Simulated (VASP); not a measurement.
# BaTiO3 (R3m) in VASP: a series of runs, part 2 of 2

VASP 6.6.1. Earlier steps stand in the parts before.

**3. Single point, PBE (12.58 Å³/atom)**

This run uses another cell than the first one, of 12.58 Å³/atom.

The input, INCAR:

```
SYSTEM = BaTiO3
PREC = Accurate
ENCUT = 520
EDIFF = 1E-6
ISMEAR = -1
SIGMA = 0.05
LREAL = .False.
LASPH = .True.
NELM = 80
ALGO = Normal
ISIF = 2
LWAVE = .False.
LCHARG = .False.
GGA = PE
NBANDS = 28
```

The input, KPOINTS:

```
Automatic mesh
0
Gamma
  9 9 9
  0 0 0
```

The input, POSCAR:

```
BaTiO3
1.0
    2.8086899470      1.6215978970      2.3021758936
   -2.8086899470      1.6215978970      2.3021758936
    0.0000000000     -3.2431957940      2.3021758936
Ba Ti O
1 1 3
Direct
    0.0000000000      0.0000000000      0.0000000000
    0.5140000000      0.5140000000      0.5140000000
    0.4916000000      0.4916000000      0.9815000000
    0.4916000000      0.9815000000      0.4916000000
    0.9815000000      0.4916000000      0.4916000000
```

Potentials or basis: VASP PAW PBE potentials, release 64 (Ba_sv, Ti_sv, O).

On the command line:

```bash
cat potpaw_PBE.64/Ba_sv/POTCAR potpaw_PBE.64/Ti_sv/POTCAR potpaw_PBE.64/O/POTCAR > POTCAR
mpirun -np 1 vasp_std > vasp.out
```

OUTCAR:

```text
SYSTEM = BaTiO3
   PREC = Accurate
   ENCUT = 520
   EDIFF = 1E-6
   ISMEAR = -1
   LREAL = .False.
   LASPH = .True.
   NELM = 80
   ISIF = 2
   GGA = PE

 ion  position               nearest neighbor table
   1  0.000  0.000  0.000-   4 2.77   5 2.77   3 2.77   3 2.81   3 2.81   4 2.81   5 2.81   5 2.81
                             4 2.81   5 2.86   4 2.86   3 2.86   2 3.36   2 3.41   2 3.41   2 3.41
   2  0.514  0.514  0.514-   4 1.86   5 1.86   3 1.86   4 2.12   5 2.12   3 2.12   1 3.36   1 3.41
                             1 3.41   1 3.41   1 3.47   1 3.47   1 3.47   1 3.55
   3  0.492  0.492  0.981-   2 1.86   2 2.12   1 2.77   1 2.81   1 2.81   1 2.86
   4  0.492  0.981  0.492-   2 1.86   2 2.12   1 2.77   1 2.81   1 2.81   1 2.86
   5  0.981  0.492  0.492-   2 1.86   2 2.12   1 2.77   1 2.81   1 2.81   1 2.86

  LATTYP: Found a trigonal (rhomboedric) cell.
 ALAT       =     3.9772267729
 COS(alpha) =     0.0025827226

  Lattice vectors:

 A1 = (   2.8086899470,   1.6215978970,   2.3021758936)
 A2 = (  -2.8086899470,   1.6215978970,   2.3021758936)
 A3 = (   0.0000000000,  -3.2431957940,   2.3021758936)

Analysis of symmetry for initial positions (statically):
=====================================================================
 Subroutine PRICEL returns:
 Original cell was already a primitive cell.

 Routine SETGRP: Setting up the symmetry group for a
 trigonal (rhombohedral) supercell.

 Subroutine GETGRP returns: Found  6 space group operations
 (whereof  6 operations were pure point group operations)
 out of a pool of 12 trial point group operations.

The static configuration has the point symmetry C_3v.

Analysis of symmetry for dynamics (positions and initial velocities):
=====================================================================
 Subroutine PRICEL returns:
 Original cell was already a primitive cell.

 Routine SETGRP: Setting up the symmetry group for a
 trigonal (rhombohedral) supercell.

 Subroutine GETGRP returns: Found  6 space group operations
 (whereof  6 operations were pure point group operations)
 out of a pool of 12 trial point group operations.

The dynamic configuration has the point symmetry C_3v.

 Subroutine INISYM returns: Found  6 space group operations
 (whereof  6 operations are pure point group operations),
 and found     1 'primitive' translations

----------------------------------------------------------------------------------------

                                     Primitive cell

  volume of cell :      62.9125

  direct lattice vectors                    reciprocal lattice vectors
     2.808689947  1.621597897  2.302175894     0.178018937  0.102779281  0.144790558
    -2.808689947  1.621597897  2.302175894    -0.178018937  0.102779281  0.144790558
     0.000000000 -3.243195794  2.302175894     0.000000000 -0.205558563  0.144790558

  length of vectors
     3.977226773  3.977226773  3.977226773     0.251433149  0.251433149  0.251433149

  position of ions in fractional coordinates (direct lattice)
     0.000000000  0.000000000  0.000000000
     0.514000000  0.514000000  0.514000000
     0.491600000  0.491600000  0.981500000
     0.491600000  0.981500000  0.491600000
     0.981500000  0.491600000  0.491600000

  ion indices of the primitive-cell ions
   primitive index   ion index
[... 24 lines left out ...]
  Shift w.r.t. Gamma in fractional coordinates (k-lattice)
     0.000000000  0.000000000  0.000000000

 Subroutine IBZKPT returns following result:
 ===========================================

 Found     85 irreducible k-points:

 Following reciprocal coordinates:
            Coordinates               Weight
  0.000000  0.000000  0.000000      1.000000
  0.111111 -0.000000  0.000000      6.000000
  0.222222  0.000000  0.000000      6.000000
  0.333333 -0.000000 -0.000000      6.000000
  0.444444  0.000000  0.000000      6.000000
  0.111111  0.111111  0.000000      6.000000
[... 16 lines left out ...]
 -0.333333  0.333333  0.000000      6.000000
  0.444444  0.444444  0.000000      6.000000
 [... further k-points ...]
   k-points           NKPTS =     85   k-points in BZ     NKDIM =     85   number of bands    NBANDS=     28
   number of dos      NEDOS =    301   number of ions     NIONS =      5
   total plane-waves  NPLWV =  27000
   dimension x,y,z NGX =    30 NGY =   30 NGZ =   30
   dimension x,y,z NGXF=    60 NGYF=   60 NGZF=   60
   ions per type =               1   1   3
   NGX,Y,Z   is equivalent  to a cutoff of  12.54, 12.54, 12.54 a.u.
   NGXF,Y,Z  is equivalent  to a cutoff of  25.08, 25.08, 25.08 a.u.
 SYSTEM =  BaTiO3
   PREC   = accura    normal or accurate (medium, high low for compatibility)
   ISTART =      0    job   : 0-new  1-cont  2-samecut
   ICHARG =      2    charge: 1-file 2-atom 10-const
   ISPIN  =      1    spin polarized calculation?
   LNONCOLLINEAR =      F non collinear calculations
   LSORBIT =      F    spin-orbit coupling
   LASPH  =      T    aspherical Exc in radial PAW
   ENCUT  =  520.0 eV  38.22 Ry    6.18 a.u.   7.40  7.40  7.40*2*pi/ulx,y,z
   NELM   =     80;   NELMIN=  2; NELMDL= -5     # of ELM steps
   EDIFF  = 0.1E-05   stopping-criterion for ELM
   LREAL  =      F    real-space projection
   EDIFFG = 0.1E-04   stopping-criterion for IOM
   NSW    =      0    number of steps for IOM
   IBRION =     -1    ionic relax: 0-MD 1-quasi-New 2-CG
   NFREE  =      0    steps in history (QN), initial steepest desc. (CG)
   ISIF   =      2    stress and relaxation
   ISYM   =      2    0-nonsym 1-usesym 2-fastsym
   POTIM  = 0.5000    time-step for ionic-motion
   TEBEG  =    0.0;   TEEND  =   0.0 temperature during run
   PSTRESS=    0.0 pullay stress
   NELECT =      40.0000    total number of electrons
   NUPDOWN=      -1.0000    fix difference up-down
   EMIN   =  10.00;   EMAX   =-10.00  energy-range for DOS
   EFERMI =   0.00;   METHOD = LEGACY
   ISMEAR =    -1;   SIGMA  =   0.05  broadening in eV -4-tet -1-fermi 0-gaus
   EFERMI_NEDOS =   21; number of points for ismear=-14 and -15
   IALGO  =     38    algorithm
   IMIX   =      4    mixing-type and parameters
     AMIX     =   0.40;   BMIX     =  1.00
     AMIX_MAG =   1.60;   BMIX_MAG =  1.00
  volume/ion in A,a.u.               =      12.58        84.91
  Fermi-wavevector in a.u.,A,eV,Ry     =   1.407719  2.660203 26.962289  1.981672
  Thomas-Fermi vector in A             =   2.529950
   LORBIT       =      0    0 simple, 1 ext, 2 COOP (PROOUT), +10 PAW based schemes
   GGA     = PE    functional components
   LHFCALC =     F    Hartree Fock is set to
   AEXX    =    0.0000 exact exchange contribution
   IVDW    =     0    specifies the selected vdW correction
   LEPSILON=     F    determine dielectric tensor
   LRPA    =     F    only Hartree local field effects (RPA)
 non-spin polarized calculation
  energy-cutoff  :      520.00
  volume of cell :       62.91
 maximum number of plane-waves:      1743
 NGX is ok and might be reduce to    30
   NGX = 15   NGY = 15   NGZ = 15

 number of electron      40.0000000 magnetization

 Free energy of the ion-electron system (eV)
  ---------------------------------------------------
  ext. energy  EPLUGINS =         0.00000000
  ---------------------------------------------------
  free energy    TOTEN  =       -39.91812430 eV

  energy without entropy =      -39.91812430  energy(sigma->0) =      -39.91812430

 E-fermi :   5.0429     XC(G=0): -11.3425

 val. band max:        3.8915775460   @ k =   0.4444   0.4444   0.4444
 cond. band min:       6.3314150890   @ k =   0.0000   0.0000   0.0000
 fundamental gap:      2.4398375430
 Fermi energy:         5.0428814834

 k-point     1 :       0.0000    0.0000    0.0000
  band No.  band energies     occupation
      1     -52.2841      2.00000
      2     -28.5540      2.00000
      3     -28.5540      2.00000
      4     -28.5495      2.00000
      5     -20.8361      2.00000
      6     -12.9451      2.00000
[... 733 lines left out ...]
     27      12.1984      0.00000
     28      13.8581      0.00000

 [... further k-points ...]
[... 5 lines left out ...]
  --------------------------------------------------------------------------------------
  -------------------------------------------------------------------------------------
  Total        4.2838573      4.2838573      4.0629443      0.0000000     -0.0000000      0.0000000
  in kB      109.0960076    109.0960076    103.4700661      0.0000000     -0.0000000      0.0000000
  external PRESSURE =     107.2206938 kB  Pullay stress =       0.0000000 kB

 VOLUME and BASIS-vectors are now :
 -----------------------------------------------------------------------------
  energy-cutoff  :      520.00
  volume of cell :       62.91
      direct lattice vectors                 reciprocal lattice vectors
     2.808689947  1.621597897  2.302175894     0.178018937  0.102779281  0.144790558
    -2.808689947  1.621597897  2.302175894    -0.178018937  0.102779281  0.144790558
     0.000000000 -3.243195794  2.302175894     0.000000000 -0.205558563  0.144790558

 POSITION                                       TOTAL-FORCE (eV/Angst)
 -----------------------------------------------------------------------------------
      0.00000      0.00000      0.00000         0.000000     -0.000000      0.068444
      0.00000      0.00000      3.54996         0.000000     -0.000000     -0.354069
      0.00000     -1.58884      4.52308         0.000000     -0.349522      0.095208
     -1.37598      0.79442      4.52308        -0.302695      0.174761      0.095208
      1.37598      0.79442      4.52308         0.302695      0.174761      0.095208
 -----------------------------------------------------------------------------------
    total drift:                               -0.000000      0.000003     -0.001074

  FREE ENERGIE OF THE ION-ELECTRON SYSTEM (eV)
  ---------------------------------------------------
  free  energy   TOTEN  =       -39.9181243001 eV

  energy  without entropy=      -39.9181243001  energy(sigma->0) =      -39.91812430
```

OSZICAR:

```text
N       E                     dE             d eps       ncg     rms          rms(c)
DAV:   1     0.438940664751E+03    0.43894E+03   -0.21020E+04  4760   0.156E+03
DAV:   2    -0.334838767638E+01   -0.44229E+03   -0.42050E+03  5436   0.430E+02
DAV:   3    -0.481472574283E+02   -0.44799E+02   -0.44379E+02  6528   0.135E+02
DAV:   4    -0.503682611662E+02   -0.22210E+01   -0.22166E+01  7212   0.256E+01
DAV:   5    -0.504266654159E+02   -0.58404E-01   -0.58393E-01  6312   0.341E+00    0.244E+01
DAV:   6    -0.400413817599E+02    0.10385E+02   -0.54942E+01  7184   0.695E+01    0.101E+01
DAV:   7    -0.400561168425E+02   -0.14735E-01   -0.10135E+01  6468   0.239E+01    0.745E+00
DAV:   8    -0.398998709348E+02    0.15625E+00   -0.63898E-01  5852   0.772E+00    0.347E+00
DAV:   9    -0.399377400043E+02   -0.37869E-01   -0.27187E-01  6880   0.424E+00    0.138E+00
DAV:  10    -0.399197572638E+02    0.17983E-01   -0.11995E-01  5356   0.382E+00    0.439E-01
DAV:  11    -0.399181598521E+02    0.15974E-02   -0.10673E-02  6440   0.741E-01    0.100E-01
DAV:  12    -0.399183923250E+02   -0.23247E-03   -0.17832E-03  7160   0.372E-01    0.151E-01
DAV:  13    -0.399181233610E+02    0.26896E-03   -0.10247E-03  6100   0.342E-01    0.136E-02
DAV:  14    -0.399181243484E+02   -0.98745E-06   -0.35574E-05  5776   0.479E-02    0.724E-03
DAV:  15    -0.399181243001E+02    0.48327E-07   -0.53141E-06  6112   0.185E-02
   1 F= -.39918124E+02 E0= -.39918124E+02  d E =-.125041E-10
```

stdout:

```text
POSCAR found type information on POSCAR BaTiO
 POSCAR found :  3 types and       5 ions
 scaLAPACK will be used
 LDA part: xc-table for (Slater+PW92), standard interpolation
 POSCAR, INCAR and KPOINTS ok, starting setup
 FFT: planning ... GRIDC
 FFT: planning ... GRID_SOFT
 FFT: planning ... GRID
 WAVECAR not read
 entering main loop
```

It took 3.7 min on 1 thread of Intel Xeon 8259CL, shared host; peak memory 0.28 GiB.

What came out:

- Free energy: -39.9181 eV
- Pressure: 10.7 GPa
- Largest force: 0.362 eV/Å
- Band gap on the k mesh: 2.44 eV (least direct gap 2.77 eV)

Forces in eV/Å, atoms in the order of the input:
```
Ba   0.000  0.000  0.068
Ti   0.000  0.000 -0.354
O    0.000 -0.350  0.095
O   -0.303  0.175  0.095
O    0.303  0.175  0.095
```

Levels at points of the mesh, in eV from the valence-band top:
```
           k point  band 18  band 19  band 20  band 21  band 22  band 23
(0.00, 0.00, 0.00)    -0.47    -0.33    -0.33     2.44     2.44     2.57
```

Caveat: the cell stands under pressure; spin-orbit coupling is left out, which moves the levels of the heavy elements.

**4. Single point, PBE (12.97 Å³/atom)**

This run uses another cell than the first one, of 12.97 Å³/atom.

Changes to INCAR since step 3:

```diff
@@ -3,3 +3,3 @@
 ENCUT = 520
-EDIFF = 1E-6
+EDIFF = 1E-7
 ISMEAR = -1
```

KPOINTS is that of step 3.

Changes to POSCAR since step 3:

```diff
@@ -2,5 +2,5 @@
 1.0
-    2.8086899470      1.6215978970      2.3021758936
-   -2.8086899470      1.6215978970      2.3021758936
-    0.0000000000     -3.2431957940      2.3021758936
+    2.8370624729      1.6379787824      2.3254317696
+   -2.8370624729      1.6379787824      2.3254317696
+    0.0000000000     -3.2759575648      2.3254317696
 Ba Ti O
```

On the command line:

```bash
cat potpaw_PBE.64/Ba_sv/POTCAR potpaw_PBE.64/Ti_sv/POTCAR potpaw_PBE.64/O/POTCAR > POTCAR
mpirun -np 1 vasp_std > vasp.out
```

Run time: 4.7 min. Hardware: 1 thread of Intel Xeon 8259CL, shared host; peak memory 0.28 GiB.

It converged, with:

* Free energy: -40.0140 eV
* Pressure: 5.0 GPa
* Largest force: 0.147 eV/Å
* Band gap on the k mesh: 2.36 eV (least direct gap 2.72 eV)

Forces in eV/Å, atoms in the order of the input:
```
Ba   0.000  0.000  0.079
Ti   0.000  0.000 -0.033
O    0.000 -0.146 -0.015
O   -0.127  0.073 -0.015
O    0.127  0.073 -0.015
```

Stress tensor (GPa, compression positive):
```
5.09 0.00 0.00
0.00 5.09 0.00
0.00 0.00 4.85
```

Levels at points of the mesh, in eV from the valence-band top:
```tsv
k point	band 18	band 19	band 20	band 21	band 22	band 23
(0.00, 0.00, 0.00)	-0.49	-0.36	-0.36	2.36	2.36	2.48
```

Caveat: the cell stands under pressure; spin-orbit coupling is left out, which moves the levels of the heavy elements.

**5. Overview**

| cell | gap on the mesh (eV) | pressure (GPa) | largest force (eV/Å) |
| --- | --- | --- | --- |
| a = 3.922 Å, angles 89.9°, 5 atoms | 2.55 | 20.0 | 0.83 |
| a = 3.977 Å, angles 89.9°, 5 atoms | 2.44 | 10.7 | 0.36 |
| a = 4.017 Å, angles 89.9°, 5 atoms | 2.36 | 5.0 | 0.15 |

Alike in all rows: task single point; level PBE; potentials or basis VASP PAW PBE potentials, release 64 (Ba_sv, Ti_sv, O); no spin polarisation; k mesh 9 × 9 × 9; cutoff (eV) 520; smearing fermi-dirac 0.05 eV.

Caveats: the cell stands under pressure; spin-orbit coupling is left out, which moves the levels of the heavy elements.

Absolute energies hang on the potentials; compare differences alone.
